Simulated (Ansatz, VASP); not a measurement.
**Two plane-wave programs on Al**

POSCAR

```
Al
1.0
   -1.5782627414      1.5782627414      1.5782627414
    1.5782627414     -1.5782627414      1.5782627414
    1.5782627414      1.5782627414     -1.5782627414
Al
1
Direct
    0.0000000000      0.0000000000      0.0000000000
```

INCAR.step1

```
SYSTEM = Al
ALGO     = Normal         ! electronic algorithm
EDIFF    = 1E-4           ! SCF threshold, eV
ENCUT    = 520            ! plane-wave cutoff, eV
GGA      = PE             ! functional
ISMEAR   = 0              ! smearing method
LASPH    = .True.         ! aspherical terms in the spheres
LCHARG   = .False.        ! write CHGCAR
LREAL    = .False.        ! projectors in reciprocal space
LWAVE    = .True.         ! write WAVECAR
NBANDS   = 8              ! bands
NELM     = 60             ! most SCF steps
PREC     = Accurate       ! precision mode
SIGMA    = 0.1            ! smearing width, eV
```

INCAR.step2

```
SYSTEM = Al
ALGO     = Normal         ! electronic algorithm
EDIFF    = 1E-6           ! SCF threshold, eV
ENCUT    = 520            ! plane-wave cutoff, eV
ISIF     = 2              ! what is computed and relaxed
ISMEAR   = 0              ! smearing method
ISTART   = 1            
LASPH    = .True.         ! aspherical terms in the spheres
LCHARG   = .False.        ! write CHGCAR
LMIXTAU  = .True.       
LREAL    = .False.        ! projectors in reciprocal space
LWAVE    = .False.        ! write WAVECAR
METAGGA  = R2SCAN         ! meta-GGA
NBANDS   = 8              ! bands
NELM     = 60             ! most SCF steps
PREC     = Accurate       ! precision mode
SIGMA    = 0.1            ! smearing width, eV
```

The input KPOINTS:

```
k-points
0
Gamma
  18 18 18
  0 0 0
```

Input for Ansatz:

```yaml
crystal:
  lattice:
    - [-1.5782627414, 1.5782627414, 1.5782627414]
    - [1.5782627414, -1.5782627414, 1.5782627414]
    - [1.5782627414, 1.5782627414, -1.5782627414]
  atoms:
    - { symbol: Al, position: [0.0, 0.0, 0.0] }
basis:
  ecutwfc: 500
kpoints:
  mp_grid: { grid: [18, 18, 18] }
hamiltonian:
  xc: r2scan
scf:
  occupations: { method: gaussian, width: 0.1 }
output:
  forces: true
  stress: true
  eigenvalues: true
```

Alike in both runs: task single point; functional r2SCAN; k mesh 18 × 18 × 18; occupations gaussian, width 0.1 eV; no spin polarisation.

|  | VASP | Ansatz |
| --- | --- | --- |
| version | VASP 6.6.1 | Ansatz 0.2.0 |
| potentials or method | VASP PAW PBE potentials, release 64 (Al), cutoff 520 eV | scalar-relativistic, plane waves, PAW |
| valence electrons in the cell | 3 | 3 |

|  | VASP | Ansatz | Ansatz less VASP |
| --- | --- | --- | --- |
| gap on the k mesh at the Fermi level (eV) | none | none | - |
| pressure (GPa) | 2.3 | 2.6 | +0.33 |

VASP's potentials were made for PBE, not for r2SCAN. A gap of «none» marks a metal or a gap that the smearing closes.
